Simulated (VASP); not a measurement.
**AlN: single point with LDA**

Crystal: AlN.

```
Al N
1.0
    -1.63784    2.83682    0.00000
     0.00000    0.00000    4.10063
     4.91352    2.83682    0.00000
Al N
4 4
Direct
  0.46722 0.75000 0.15574
  0.00000 0.75000 0.66667
  0.00000 0.25000 0.33333
  0.50000 0.25000 0.83333
  0.50000 0.25000 0.16667
  0.00000 0.25000 0.66667
  0.00000 0.75000 0.33333
  0.50000 0.75000 0.83333
```

This cell differs from its parent crystal: atom 1 (Al) moved by +0.000 Å along [1 0 0] and -0.124 Å along [1 2 0].

```
Program                : VASP 6.6.1
Task                   : single point
Functional             : LDA
Potentials or basis    : VASP PAW LDA potentials, release 64 (Al, N)
Cutoff                 : 520 eV
k mesh                 : 8 × 6 × 4
Occupations            : gaussian, width 0.05 eV
Spin                   : no spin polarisation
Dipole correction      : no
Further INCAR settings : ALGO = Normal; EDIFF = 1e-06; NBANDS = 26
```

```yaml
Pressure: 1.3 GPa
Largest_force: 2.094 eV/Å
Band_gap_on_the_k_mesh: 3.57 eV
```

Forces on the atoms (eV/Å):
```
Al   0.281  2.076  0.000
Al  -0.284 -0.219  0.000
Al   0.101 -0.215  0.000
Al  -0.100  0.040  0.000
N   -0.133 -0.365  0.000
N    0.131  0.057  0.000
N    0.445 -0.978  0.000
N   -0.440 -0.395  0.000
```

Stress tensor (GPa, compression positive):
```
 4.47  0.01  0.00
 0.01 -1.21  0.00
 0.00  0.00  0.50
```

Levels at points of the mesh, in eV from the valence-band top:
```tsv
k point	band 12	band 13	band 14	band 15	band 16	band 17	band 18	band 19	band 20	band 21
(0.00, 0.00, 0.00)	-3.06	-1.71	-1.63	-1.28	0.00	3.57	3.85	4.58	7.21	7.46
(0.50, 0.00, 0.00)	-3.71	-2.83	-2.69	-2.21	-2.17	5.51	5.67	5.73	5.90	8.16
(0.00, 0.50, 0.00)	-2.56	-2.55	-2.34	-1.78	-1.76	5.06	5.12	5.87	5.88	8.32
(0.50, 0.50, 0.00)	-4.64	-1.14	-1.10	-0.98	-0.95	5.99	6.06	6.28	6.28	9.10
(0.00, 0.00, 0.50)	-3.19	-1.54	-1.27	-1.22	-1.10	4.66	4.87	6.34	6.40	7.98
(0.50, 0.00, 0.50)	-4.16	-3.07	-2.93	-1.49	-1.37	3.75	3.92	7.08	7.34	7.46
(0.00, 0.50, 0.50)	-2.65	-1.99	-1.98	-1.83	-1.82	5.17	5.36	5.42	5.61	9.29
(0.50, 0.50, 0.50)	-3.27	-1.90	-1.87	-1.70	-1.69	5.01	5.07	5.22	5.30	9.55
```

Run time: 78 s on 1 thread of Intel Xeon 6975P-C, with other jobs on the host, peak memory 0.22 GiB.

Caveat: the cell differs from its parent crystal (atom 1 (Al) moved by +0.000 Å along [1 0 0] and -0.124 Å along [1 2 0]); forces of over 1 eV/Å act on the atoms, so gaps and moduli don't describe the material at rest. A k mesh can miss the band edges.
